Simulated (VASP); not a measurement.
# C (R-3m) in VASP: notebook

C is run at these levels: HSE06; tasks: single point.

Program: VASP 6.6.1. These are calculated values, not measurements. Logs are shortened: lines on timing, memory, paths and dates and some standing lists are left out, and cuts for length are marked.

## 1. The cell of the first run

Symmetry: R-3m, No. 166, trigonal system. The conventional cell has a = 2.417 Å, b = 2.417 Å, c = 6.192 Å, α = 90.00°, β = 90.00°, γ = 120.00°. Within 2.0 Å of C (site symmetry 3m) lie 4 C at 1.49 to 1.54 Å.

## 2. Single point, HSE06 (epitaxial 111 strain -4.0%)

File POSCAR:

```
C
1.0
    0.0524367482      1.7613559250      1.7613559250
    1.7613559250      0.0524367482      1.7613559250
    1.7613559250      1.7613559250      0.0524367482
C
2
Direct
    0.0004415872      0.0004415872      0.0004415872
    0.2495584128      0.2495584128      0.2495584128
```

File INCAR.step1:

```
SYSTEM = C
PREC = Accurate
ENCUT = 520
EDIFF = 1E-5
ISMEAR = 0
SIGMA = 0.01
LREAL = .False.
LASPH = .True.
NELM = 60
ALGO = Normal
ISIF = 2
LWAVE = .True.
LCHARG = .False.
GGA = PE
NBANDS = 11
```

File INCAR.step2:

```
SYSTEM = C
PREC = Accurate
ENCUT = 520
EDIFF = 1E-6
ISMEAR = 0
SIGMA = 0.01
LREAL = .False.
LASPH = .True.
NELM = 60
ALGO = Normal
ISIF = 2
LWAVE = .False.
LCHARG = .False.
GGA = PE
LHFCALC = .True.
HFSCREEN = 0.2079
PRECFOCK = Normal
ISTART = 1
NBANDS = 11
```

File KPOINTS:

```
Automatic mesh
0
Gamma
  8 8 8
  0 0 0
```

Potentials or basis: VASP PAW PBE potentials, release 64 (C).

Run with:

```bash
$ cat potpaw_PBE.64/C/POTCAR > POTCAR
$ cp INCAR.step1 INCAR
$ mpirun -np 1 vasp_std > vasp.out
$ cp INCAR.step2 INCAR
$ mpirun -np 1 vasp_std > vasp.out
```

OUTCAR:

```text
SYSTEM = C
   PREC = Accurate
   ENCUT = 520
   EDIFF = 1E-6
   ISMEAR = 0
   LREAL = .False.
   LASPH = .True.
   NELM = 60
   ISIF = 2
   GGA = PE
   LHFCALC = .True.
   HFSCREEN = 0.2079
   PRECFOCK = Normal
   ISTART = 1

 ion  position               nearest neighbor table
   1  0.000  0.000  0.000-   2 1.49   2 1.49   2 1.49   2 1.54
   2  0.250  0.250  0.250-   1 1.49   1 1.49   1 1.49   1 1.54

  LATTYP: Found a trigonal (rhomboedric) cell.
 ALAT       =     2.4914853003
 COS(alpha) =     0.5295360093

  Lattice vectors:

 A1 = (   0.0524367482,   1.7613559250,   1.7613559250)
 A2 = (   1.7613559250,   0.0524367482,   1.7613559250)
 A3 = (   1.7613559250,   1.7613559250,   0.0524367482)

Analysis of symmetry for initial positions (statically):
=====================================================================
 Subroutine PRICEL returns:
 Original cell was already a primitive cell.

 Routine SETGRP: Setting up the symmetry group for a
 trigonal (rhombohedral) supercell.

 Subroutine GETGRP returns: Found 12 space group operations
 (whereof  6 operations were pure point group operations)
 out of a pool of 12 trial point group operations.

The static configuration has the point symmetry C_3v.
 The point group associated with its full space group is D_3d.

Analysis of symmetry for dynamics (positions and initial velocities):
=====================================================================
 Subroutine PRICEL returns:
 Original cell was already a primitive cell.

 Routine SETGRP: Setting up the symmetry group for a
 trigonal (rhombohedral) supercell.

 Subroutine GETGRP returns: Found 12 space group operations
 (whereof  6 operations were pure point group operations)
 out of a pool of 12 trial point group operations.

The dynamic configuration has the point symmetry C_3v.
 The point group associated with its full space group is D_3d.

 Subroutine INISYM returns: Found 12 space group operations
 (whereof  6 operations are pure point group operations),
 and found     1 'primitive' translations

----------------------------------------------------------------------------------------

                                     Primitive cell

  volume of cell :      10.4409

  direct lattice vectors                    reciprocal lattice vectors
[... 101 lines left out ...]
   EFERMI =   0.00;   METHOD = LEGACY
   ISMEAR =     0;   SIGMA  =   0.01  broadening in eV -4-tet -1-fermi 0-gaus
   EFERMI_NEDOS =   21; number of points for ismear=-14 and -15
   IALGO  =     38    algorithm
   IMIX   =      1    mixing-type and parameters
     AMIX     =   0.40;   BMIX     =  1.00
     AMIX_MAG =   1.60;   BMIX_MAG =  1.00
  volume/ion in A,a.u.               =       5.22        35.23
  Fermi-wavevector in a.u.,A,eV,Ry     =   1.498048  2.830901 30.533492  2.244148
  Thomas-Fermi vector in A             =   2.609857
   LORBIT       =      0    0 simple, 1 ext, 2 COOP (PROOUT), +10 PAW based schemes
   GGA     = PE    functional components
   LHFCALC =     T    Hartree Fock is set to
   PRECFOCK=normal    Normal, Fast or Accurate (Low or Medium for compatibility)
   ENCUT4O =  -1.0   cutoff for four orbital integrals eV
   NKREDX  =     1    reduce k-point grid by
   NKREDY  =     1    reduce k-point grid by
   NKREDZ  =     1    reduce k-point grid by
   AEXX    =    0.2500 exact exchange contribution
   HFSCREEN=    0.2079 screening length (either q_TF or 0.3 A-1)
   HFSCREENC=   0.2079 screening length for correlation (either q_TF or 0.3 A-1)
   ENCUTFOCK=  -1.0 apply spherical cutoff to Coloumb kernel
   IVDW    =     0    specifies the selected vdW correction
   LEPSILON=     F    determine dielectric tensor
   LRPA    =     F    only Hartree local field effects (RPA)
 non-spin polarized calculation
 Gauss-broadening in eV      SIGMA  =   0.01
  energy-cutoff  :      520.00
  volume of cell :       10.44
 maximum number of plane-waves:       294
  NGX = 14; NGY = 14; NGZ = 14

 number of electron       8.0000001 magnetization

 Free energy of the ion-electron system (eV)
  ---------------------------------------------------
  ext. energy  EPLUGINS =         0.00000000
  ---------------------------------------------------
  free energy    TOTEN  =       -20.91357696 eV

  energy without entropy =      -20.91357696  energy(sigma->0) =      -20.91357696

 E-fermi :  10.5894     XC(G=0): -11.1443

 val. band max:       10.4177063525   @ k =   0.0000   0.0000   0.0000
 cond. band min:      15.7115709420   @ k =   0.3750   0.3750  -0.0000
 fundamental gap:      5.2938645895
 Fermi energy:        10.5894056537

 k-point     1 :       0.0000    0.0000    0.0000
  band No.  band energies     occupation
      1     -14.4110      2.00000
      2      10.1533      2.00000
      3      10.4177      2.00000
      4      10.4177      2.00000
      5      16.5065      0.00000
      6      18.0422      0.00000
      7      18.0422      0.00000
      8      27.7950      0.00000
      9      32.4093      0.00000
     10      39.6657      0.00000
     11      39.6657      0.00000
[... 309 lines left out ...]
 k-point    24 :       0.3750    0.1250    0.1250
  band No.  band energies     occupation
      1     -11.3488      2.00000
      2       1.6535      2.00000
      3       4.8035      2.00000
      4       8.1356      2.00000
      5      20.9303      0.00000
      6      21.1577      0.00000
      7      22.0034      0.00000
      8      28.2128      0.00000
      9      33.7473      0.00000
     10      34.0014      0.00000
     11      37.4495      0.00000

 [... further k-points ...]

------------------------ aborting loop because EDIFF is reached ----------------------------------------

  FORCE on cell =-STRESS in cart. coord.  units (eV):
  Direction    XX          YY          ZZ          XY          YZ          ZX
  --------------------------------------------------------------------------------------
  -------------------------------------------------------------------------------------
  Total        2.3857969      2.3857969      2.3857969     -1.3592286     -1.3592286     -1.3592286
  in kB      366.1060496    366.1060496    366.1060496   -208.5767685   -208.5767685   -208.5767685
  external PRESSURE =     366.1060496 kB  Pullay stress =       0.0000000 kB

 VOLUME and BASIS-vectors are now :
 -----------------------------------------------------------------------------
  energy-cutoff  :      520.00
  volume of cell :       10.44
      direct lattice vectors                 reciprocal lattice vectors
     0.052436748  1.761355925  1.761355925    -0.296873903  0.288291278  0.288291278
     1.761355925  0.052436748  1.761355925     0.288291278 -0.296873903  0.288291278
     1.761355925  1.761355925  0.052436748     0.288291278  0.288291278 -0.296873903

 POSITION                                       TOTAL-FORCE (eV/Angst)
 -----------------------------------------------------------------------------------
      0.00158      0.00158      0.00158         0.042304      0.042304      0.042304
      0.89221      0.89221      0.89221        -0.042304     -0.042304     -0.042304
 -----------------------------------------------------------------------------------
    total drift:                               -0.000000     -0.000000     -0.000000

  FREE ENERGIE OF THE ION-ELECTRON SYSTEM (eV)
  ---------------------------------------------------
  free  energy   TOTEN  =       -20.9135769580 eV

  energy  without entropy=      -20.9135769580  energy(sigma->0) =      -20.91357696
```

OUTCAR.step1:

```text
SYSTEM = C
   PREC = Accurate
   ENCUT = 520
   EDIFF = 1E-5
   ISMEAR = 0
[... 562 lines left out ...]
      0.00158      0.00158      0.00158         0.045330      0.045330      0.045330
      0.89221      0.89221      0.89221        -0.045330     -0.045330     -0.045330
 -----------------------------------------------------------------------------------
    total drift:                               -0.000000      0.000000     -0.000000

  FREE ENERGIE OF THE ION-ELECTRON SYSTEM (eV)
  ---------------------------------------------------
  free  energy   TOTEN  =       -17.9970425836 eV

  energy  without entropy=      -17.9970425836  energy(sigma->0) =      -17.99704258
```

OSZICAR.step1:

```text
N       E                     dE             d eps       ncg     rms          rms(c)
DAV:   1     0.123697472654E+01    0.12370E+01   -0.48509E+03  1481   0.723E+02
DAV:   2    -0.184636227261E+02   -0.19701E+02   -0.19121E+02  1831   0.127E+02
DAV:   3    -0.188166944292E+02   -0.35307E+00   -0.35227E+00  1682   0.131E+01
DAV:   4    -0.188172078940E+02   -0.51346E-03   -0.51346E-03  1552   0.616E-01
DAV:   5    -0.188172084431E+02   -0.54911E-06   -0.54913E-06  1616   0.186E-02    0.620E+00
DAV:   6    -0.182013010548E+02    0.61591E+00   -0.32538E-01  1475   0.410E+00    0.371E+00
DAV:   7    -0.179949577122E+02    0.20634E+00   -0.38860E-01  1550   0.453E+00    0.905E-01
DAV:   8    -0.179969901825E+02   -0.20325E-02   -0.10325E-02  1532   0.784E-01    0.457E-02
DAV:   9    -0.179970207977E+02   -0.30615E-04   -0.60386E-05  1718   0.634E-02    0.262E-02
DAV:  10    -0.179970423872E+02   -0.21589E-04   -0.14656E-05  1560   0.345E-02    0.556E-03
DAV:  11    -0.179970425836E+02   -0.19646E-06   -0.48469E-07   742   0.664E-03
   1 F= -.17997043E+02 E0= -.17997043E+02  d E =-.899398-109
```

Wall time 15 min (1 thread of Intel Xeon Platinum 8259CL at 2.50GHz (Skylake/Cascade Lake), shared host); peak memory 0.23 GiB.

Results:

- Free energy: -20.9136 eV
- Pressure: 36.6 GPa
- Largest force: 0.073 eV/Å
- Band gap on the k mesh: 5.29 eV (least direct gap 6.09 eV)

Forces in eV/Å, atoms in the order of the input:
```
C    0.042  0.042  0.042
C   -0.042 -0.042 -0.042
```

Stress tensor (GPa, compression positive):
```
 36.61 -20.86 -20.86
-20.86  36.61 -20.86
-20.86 -20.86  36.61
```

Caveat: the cell differs from its parent crystal (epitaxial 111 strain -4.0%); the cell stands under pressure; the PAW data sets were made with another functional, which shifts forces and pressure a little. A k mesh can miss the band edges.

## 3. Single point, HSE06 (epitaxial 111 strain +2.0%)

File POSCAR:

```
C
1.0
   -0.0259201011      1.7898065243      1.7898065243
    1.7898065243     -0.0259201011      1.7898065243
    1.7898065243      1.7898065243     -0.0259201011
C
2
Direct
   -0.0000708741     -0.0000708741     -0.0000708741
    0.2500708741      0.2500708741      0.2500708741
```

File INCAR.step1:

```
PREC = Accurate ; ENCUT = 520
EDIFF = 1E-5 ; ISMEAR = 0
SIGMA = 0.01 ; LREAL = False
LASPH = True ; NELM = 80
ALGO = Normal ; ISIF = 2
LWAVE = True ; LCHARG = False
NBANDS = 11 ; GGA = PE
```

File INCAR.step2:

```
PREC = Accurate ; ENCUT = 520
EDIFF = 1E-6 ; ISMEAR = 0
SIGMA = 0.01 ; LREAL = False
LASPH = True ; NELM = 80
ALGO = Normal ; ISIF = 2
LWAVE = False ; LCHARG = False
GGA = PE ; LHFCALC = True
HFSCREEN = 0.2079 ; PRECFOCK = Normal
NBANDS = 11 ; ISTART = 1
```

File KPOINTS:

```
regular mesh
0
Gamma
  8 8 8
```

Potentials or basis: VASP PAW PBE potentials, release 64 (C).

Run with:

```bash
$ cat potpaw_PBE.64/C/POTCAR > POTCAR
$ cp INCAR.step1 INCAR
$ mpirun -np 1 vasp_std > vasp.out
$ cp INCAR.step2 INCAR
$ mpirun -np 1 vasp_std > vasp.out
```

Run time: 21 min. Hardware: 1 thread of Intel Xeon Platinum 8259CL at 2.50GHz (Skylake/Cascade Lake), shared host; peak memory 0.22 GiB.

The run converged. Its results:

```
Free energy            : -21.0036 eV
Pressure               : -20.6 GPa
Largest force          : 0.035 eV/Å
Band gap on the k mesh : 5.17 eV (least direct gap 6.65 eV)
```

Forces on the atoms (eV/Å):
```
C   -0.020 -0.020 -0.020
C    0.020  0.020  0.020
```

Stress tensor (GPa, compression positive):
```
-20.61   7.96   7.96
  7.96 -20.61   7.96
  7.96   7.96 -20.61
```

Levels at points of the mesh, in eV from the valence-band top:
```csv
k point,band 1,band 2,band 3,band 4,band 5,band 6,band 7,band 8
"(0.00, 0.00, 0.00)",-23.09,-0.02,0.00,0.00,6.65,6.65,7.27,14.54
"(0.50, 0.00, 0.00)",-17.17,-14.24,-2.95,-2.87,9.68,9.79,10.40,17.33
"(0.50, 0.50, 0.00)",-13.94,-13.75,-6.82,-6.52,5.54,6.12,18.64,18.71
"(0.50, 0.50, 0.50)",-16.74,-14.28,-3.18,-3.18,9.38,9.74,9.74,17.21
```

Caveat: the cell differs from its parent crystal (epitaxial 111 strain +2.0%); the cell stands under tension; the PAW data sets were made with another functional, which shifts forces and pressure a little.
